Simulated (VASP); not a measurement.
# GaSb (Immm) in VASP: a series of runs

The runs below take GaSb through single point, with LDA.

Program: VASP 6.6.1. These are calculated values, not measurements. Logs are shortened: lines on timing, memory, paths and dates and some standing lists are left out, and cuts for length are marked.

**1. The cell of the first run**

Symmetry: Immm, No. 71, orthorhombic system. The conventional cell has a = 3.095 Å, b = 4.920 Å, c = 5.507 Å, α = 90.00°, β = 90.00°, γ = 90.00°. Within 3.6 Å of Ga (site symmetry mmm) lie 6 Sb at 2.75 to 2.91 Å and 2 Ga at 3.09 Å. Within 3.6 Å of Sb (site symmetry mmm) lie 6 Ga at 2.75 to 2.91 Å and 2 Sb at 3.09 Å.

**2. Single point, LDA (20.96 Å³/atom)**

INCAR

```
PREC     = Accurate       # precision mode
ENCUT    = 520            # plane-wave cutoff, eV
EDIFF    = 1E-6           # SCF threshold, eV
ISMEAR   = 0              # smearing method
SIGMA    = 0.15           # smearing width, eV
LREAL    = F              # projectors in reciprocal space
LASPH    = T              # aspherical terms in the spheres
NELM     = 100            # most SCF steps
ALGO     = Normal         # electronic algorithm
ISIF     = 2              # what is computed and relaxed
LWAVE    = F              # write WAVECAR
LCHARG   = F              # write CHGCAR
GGA      = CA             # functional
NBANDS   = 16             # bands
```

KPOINTS

```
regular mesh
0
Gamma
  18 18 18
```

POSCAR

```
GaSb
1.0
   -1.5473792743      2.4601695054      2.7533513352
    1.5473792743     -2.4601695054      2.7533513352
    1.5473792743      2.4601695054     -2.7533513352
Ga Sb
1 1
Direct
    0.0000000000      0.0000000000      0.0000000000
    0.5000000000      0.5000000000      0.0000000000
```

Potentials or basis: VASP PAW LDA potentials, release 64 (Ga_d, Sb).

The run is started by

```
$ cat potpaw_LDA.64/Ga_d/POTCAR potpaw_LDA.64/Sb/POTCAR > POTCAR
$ mpirun -np 1 vasp_std > vasp.out
```

OUTCAR:

```text
PREC = Accurate
   ENCUT = 520
   EDIFF = 1E-6
   ISMEAR = 0
   LREAL = F
   LASPH = T
   NELM = 100
   ISIF = 2
   GGA = CA

 ion  position               nearest neighbor table
   1  0.000  0.000  0.000-   2 2.75   2 2.75   2 2.91   2 2.91   2 2.91   2 2.91
   2  0.500  0.500  0.000-   1 2.75   1 2.75   1 2.91   1 2.91   1 2.91   1 2.91

  LATTYP: Found a body centered orthorhombic cell.
 ALAT       =     3.0947585486
 B/A-ratio  =     1.5898943111
 C/A-ratio  =     1.7793642328

  Lattice vectors:

 A1 = (  -1.5473792743,   2.4601695054,   2.7533513352)
 A2 = (   1.5473792743,  -2.4601695054,   2.7533513352)
 A3 = (   1.5473792743,   2.4601695054,  -2.7533513352)

Analysis of symmetry for initial positions (statically):
=====================================================================
 Subroutine PRICEL returns:
 Original cell was already a primitive cell.

 Routine SETGRP: Setting up the symmetry group for a
 body centered orthorhombic supercell.

 Subroutine GETGRP returns: Found  8 space group operations
 (whereof  8 operations were pure point group operations)
 out of a pool of  8 trial point group operations.

The static configuration has the point symmetry D_2h.

Analysis of symmetry for dynamics (positions and initial velocities):
=====================================================================
 Subroutine PRICEL returns:
 Original cell was already a primitive cell.

 Routine SETGRP: Setting up the symmetry group for a
 body centered orthorhombic supercell.

 Subroutine GETGRP returns: Found  8 space group operations
 (whereof  8 operations were pure point group operations)
 out of a pool of  8 trial point group operations.

The dynamic configuration has the point symmetry D_2h.

 Subroutine INISYM returns: Found  8 space group operations
 (whereof  8 operations are pure point group operations),
 and found     1 'primitive' translations

----------------------------------------------------------------------------------------

                                     Primitive cell

  volume of cell :      41.9260

  direct lattice vectors                    reciprocal lattice vectors
    -1.547379274  2.460169505  2.753351335     0.000000000  0.203238028  0.181596876
     1.547379274 -2.460169505  2.753351335     0.323126985  0.000000000  0.181596876
[... 84 lines left out ...]
   NELM   =    100;   NELMIN=  2; NELMDL= -5     # of ELM steps
   EDIFF  = 0.1E-05   stopping-criterion for ELM
   LREAL  =      F    real-space projection
   EDIFFG = 0.1E-04   stopping-criterion for IOM
   NSW    =      0    number of steps for IOM
   IBRION =     -1    ionic relax: 0-MD 1-quasi-New 2-CG
   NFREE  =      0    steps in history (QN), initial steepest desc. (CG)
   ISIF   =      2    stress and relaxation
   ISYM   =      2    0-nonsym 1-usesym 2-fastsym
   POTIM  = 0.5000    time-step for ionic-motion
   TEBEG  =    0.0;   TEEND  =   0.0 temperature during run
   PSTRESS=    0.0 pullay stress
   NELECT =      18.0000    total number of electrons
   NUPDOWN=      -1.0000    fix difference up-down
   EMIN   =  10.00;   EMAX   =-10.00  energy-range for DOS
   EFERMI =   0.00;   METHOD = LEGACY
   ISMEAR =     0;   SIGMA  =   0.15  broadening in eV -4-tet -1-fermi 0-gaus
   EFERMI_NEDOS =   21; number of points for ismear=-14 and -15
   IALGO  =     38    algorithm
   IMIX   =      4    mixing-type and parameters
     AMIX     =   0.40;   BMIX     =  1.00
     AMIX_MAG =   1.60;   BMIX_MAG =  1.00
  volume/ion in A,a.u.               =      20.96       141.47
  Fermi-wavevector in a.u.,A,eV,Ry     =   1.235012  2.333834 20.752350  1.525255
  Thomas-Fermi vector in A             =   2.369679
   LORBIT       =      0    0 simple, 1 ext, 2 COOP (PROOUT), +10 PAW based schemes
   GGA     = CA    functional components
   LHFCALC =     F    Hartree Fock is set to
   AEXX    =    0.0000 exact exchange contribution
   IVDW    =     0    specifies the selected vdW correction
   LEPSILON=     F    determine dielectric tensor
   LRPA    =     F    only Hartree local field effects (RPA)
 non-spin polarized calculation
 Gauss-broadening in eV      SIGMA  =   0.15
  energy-cutoff  :      520.00
  volume of cell :       41.93
 maximum number of plane-waves:      1148
 NGX is ok and might be reduce to    30
   NGX = 15   NGY = 15   NGZ = 15

 number of electron      17.9999991 magnetization

 Free energy of the ion-electron system (eV)
  ---------------------------------------------------
  ext. energy  EPLUGINS =         0.00000000
  ---------------------------------------------------
  free energy    TOTEN  =        -8.34653553 eV

  energy without entropy =       -8.33785897  energy(sigma->0) =       -8.34219725

 E-fermi :   8.0885     XC(G=0): -11.1133

 val. band max:        8.0870022839   @ k =  -0.2222  -0.2778   0.1111
 cond. band min:       8.0924502848   @ k =   0.1111  -0.0556   0.0556
 fundamental gap:      0.0054480008
 Fermi energy:         8.0884967438

 k-point     1 :       0.0000    0.0000    0.0000
  band No.  band energies     occupation
      1      -7.1205      2.00000
      2      -7.0323      2.00000
      3      -7.0311      2.00000
      4      -7.0083      2.00000
      5      -6.9666      2.00000
      6      -4.9736      2.00000
[... 433 lines left out ...]
      3      -7.0229      2.00000
      4      -7.0123      2.00000
      5      -6.9662      2.00000
      6      -4.2595      2.00000
[... 8 lines left out ...]
     15      17.6322      0.00000
     16      18.5083      0.00000

 [... further k-points ...]

------------------------ aborting loop because EDIFF is reached ----------------------------------------

  FORCE on cell =-STRESS in cart. coord.  units (eV):
  Direction    XX          YY          ZZ          XY          YZ          ZX
  --------------------------------------------------------------------------------------
  -------------------------------------------------------------------------------------
  Total        1.1445912      1.1583039      1.0794328      0.0000000      0.0000000      0.0000000
  in kB       43.7398775     44.2638999     41.2498870      0.0000000      0.0000000      0.0000000
  external PRESSURE =      43.0845548 kB  Pullay stress =       0.0000000 kB

 VOLUME and BASIS-vectors are now :
 -----------------------------------------------------------------------------
  energy-cutoff  :      520.00
  volume of cell :       41.93
      direct lattice vectors                 reciprocal lattice vectors
    -1.547379274  2.460169505  2.753351335     0.000000000  0.203238028  0.181596876
     1.547379274 -2.460169505  2.753351335     0.323126985  0.000000000  0.181596876
     1.547379274  2.460169505 -2.753351335     0.323126985  0.203238028  0.000000000

 POSITION                                       TOTAL-FORCE (eV/Angst)
 -----------------------------------------------------------------------------------
      0.00000      0.00000      0.00000        -0.000000     -0.000000      0.000000
      0.00000      0.00000      2.75335         0.000000      0.000000     -0.000000
 -----------------------------------------------------------------------------------
    total drift:                                0.000000      0.000000      0.000000

  FREE ENERGIE OF THE ION-ELECTRON SYSTEM (eV)
  ---------------------------------------------------
  free  energy   TOTEN  =        -8.3465355327 eV

  energy  without entropy=       -8.3378589728  energy(sigma->0) =       -8.34219725
```

Run time: 11 min. Hardware: 1 thread of Intel Xeon 8259CL, shared host; peak memory 0.66 GiB.

What came out:

```yaml
Free_energy: -8.3465 eV
Pressure: 4.3 GPa
Band_gap_on_the_k_mesh: zero (bands 9 and 10 overlap by 6.45 eV)
```

Stress tensor (GPa, compression positive):
```
4.37 0.00 0.00
0.00 4.43 0.00
0.00 0.00 4.12
```

Caveat: the cell stands under pressure; spin-orbit coupling is left out, which moves the levels of the heavy elements.

**3. Single point, LDA (20.96 Å³/atom)**

INCAR

```
SYSTEM = GaSb
ALGO = Normal ; EDIFF = 1E-7
ENCUT = 520 ; ISIF = 2
ISMEAR = 0 ; LASPH = .TRUE.
LCHARG = .TRUE. ; LELF = .TRUE.
LREAL = .FALSE. ; LVHAR = .TRUE.
LWAVE = .FALSE. ; NBANDS = 16
NELM = 60 ; PREC = Accurate
SIGMA = 0.15
```

KPOINTS

```
k-points
0
G
  18 18 18
  0 0 0
```

POSCAR

```
GaSb
1.0
   -1.6035074073      2.4167288889      2.7047338398
    1.6035074073     -2.4167288889      2.7047338398
    1.6035074073      2.4167288889     -2.7047338398
Ga Sb
1 1
Direct
    0.0000000000      0.0000000000      0.0000000000
    0.5000000000      0.5000000000      0.0000000000
```

Potentials or basis: VASP PAW LDA potentials, release 64 (Ga_d, Sb).

The run is started by

```
$ cat potpaw_LDA.64/Ga_d/POTCAR potpaw_LDA.64/Sb/POTCAR > POTCAR
$ mpirun -np 1 vasp_std > vasp.out
```

OUTCAR:

```text
SYSTEM = GaSb
   EDIFF = 1E-7
   ENCUT = 520
   ISIF = 2
   ISMEAR = 0
   LASPH = .TRUE.
   LREAL = .FALSE.
   NELM = 60
   PREC = Accurate

 ion  position               nearest neighbor table
   1  0.000  0.000  0.000-   2 2.70   2 2.70   2 2.90   2 2.90   2 2.90   2 2.90
   2  0.500  0.500  0.000-   1 2.70   1 2.70   1 2.90   1 2.90   1 2.90   1 2.90

  LATTYP: Found a body centered orthorhombic cell.
 ALAT       =     3.2070148146
 B/A-ratio  =     1.5071516838
 C/A-ratio  =     1.6867610511

  Lattice vectors:

 A1 = (  -1.6035074073,   2.4167288889,   2.7047338398)
 A2 = (   1.6035074073,  -2.4167288889,   2.7047338398)
[... 627 lines left out ...]
      5      -7.0108      2.00000
      6      -4.2142      2.00000
[... 8 lines left out ...]
     15      17.0715      0.00000
     16      18.0592      0.00000

 [... further k-points ...]
[... 5 lines left out ...]
  --------------------------------------------------------------------------------------
  -------------------------------------------------------------------------------------
  Total        0.6241304      1.0316625      2.0417157      0.0000000      0.0000000      0.0000000
  in kB       23.8507760     39.4243718     78.0229592      0.0000000      0.0000000      0.0000000
  external PRESSURE =      47.0993690 kB  Pullay stress =       0.0000000 kB

 VOLUME and BASIS-vectors are now :
 -----------------------------------------------------------------------------
  energy-cutoff  :      520.00
  volume of cell :       41.93
      direct lattice vectors                 reciprocal lattice vectors
    -1.603507407  2.416728889  2.704733840     0.000000000  0.206891225  0.184861073
     1.603507407 -2.416728889  2.704733840     0.311816458  0.000000000  0.184861073
     1.603507407  2.416728889 -2.704733840     0.311816458  0.206891225  0.000000000

 POSITION                                       TOTAL-FORCE (eV/Angst)
 -----------------------------------------------------------------------------------
      0.00000      0.00000      0.00000        -0.000000      0.000000      0.000000
      0.00000      0.00000      2.70473         0.000000     -0.000000     -0.000000
 -----------------------------------------------------------------------------------
    total drift:                                0.000000      0.000000      0.000000

  FREE ENERGIE OF THE ION-ELECTRON SYSTEM (eV)
  ---------------------------------------------------
  free  energy   TOTEN  =        -8.3287912460 eV

  energy  without entropy=       -8.3199929377  energy(sigma->0) =       -8.32439209
```

OSZICAR:

```text
N       E                     dE             d eps       ncg     rms          rms(c)
DAV:   1     0.794841526171E+02    0.79484E+02   -0.86381E+03 28632   0.154E+03
DAV:   2    -0.253965283893E+01   -0.82024E+02   -0.78994E+02 31936   0.306E+02
DAV:   3    -0.828263620312E+01   -0.57430E+01   -0.57174E+01 34048   0.624E+01
DAV:   4    -0.837455778708E+01   -0.91922E-01   -0.91904E-01 34208   0.869E+00
DAV:   5    -0.837663134744E+01   -0.20736E-02   -0.20735E-02 35880   0.118E+00    0.305E+00
DAV:   6    -0.834062660786E+01    0.36005E-01   -0.47037E-02 36568   0.405E+00    0.172E+00
DAV:   7    -0.832937179147E+01    0.11255E-01   -0.12274E-02 41624   0.139E+00    0.291E-01
DAV:   8    -0.832880810638E+01    0.56369E-03   -0.16561E-03 36608   0.578E-01    0.309E-02
DAV:   9    -0.832879172185E+01    0.16385E-04   -0.80074E-05 33344   0.720E-02    0.175E-02
DAV:  10    -0.832879136249E+01    0.35937E-06   -0.68697E-06 35752   0.202E-02    0.341E-03
DAV:  11    -0.832879125835E+01    0.10413E-06   -0.87484E-07 33200   0.686E-03    0.232E-03
DAV:  12    -0.832879124597E+01    0.12380E-07   -0.45742E-08 23032   0.256E-03
   1 F= -.83287912E+01 E0= -.83243921E+01  d E =-.879831E-02
```

stdout:

```text
POSCAR found type information on POSCAR GaSb
 POSCAR found :  2 types and       2 ions
 scaLAPACK will be used
 LDA part: xc-table for (Slater(with rela. corr.)+CA(PZ))
 , standard interpolation
 POSCAR, INCAR and KPOINTS ok, starting setup
 FFT: planning ... GRIDC
 FFT: planning ... GRID_SOFT
 FFT: planning ... GRID
 WAVECAR not read
 entering main loop
```

Run time: 13 min. Hardware: 1 thread of Intel Xeon 8259CL, shared host; peak memory 0.66 GiB.

What came out:

```yaml
Free_energy: -8.3288 eV
Pressure: 4.7 GPa
Band_gap_on_the_k_mesh: zero (bands 9 and 10 overlap by 6.63 eV)
```

Stress tensor (GPa, compression positive):
```
2.39 0.00 0.00
0.00 3.94 0.00
0.00 0.00 7.80
```

Caveat: the cell stands under pressure; spin-orbit coupling is left out, which moves the levels of the heavy elements.
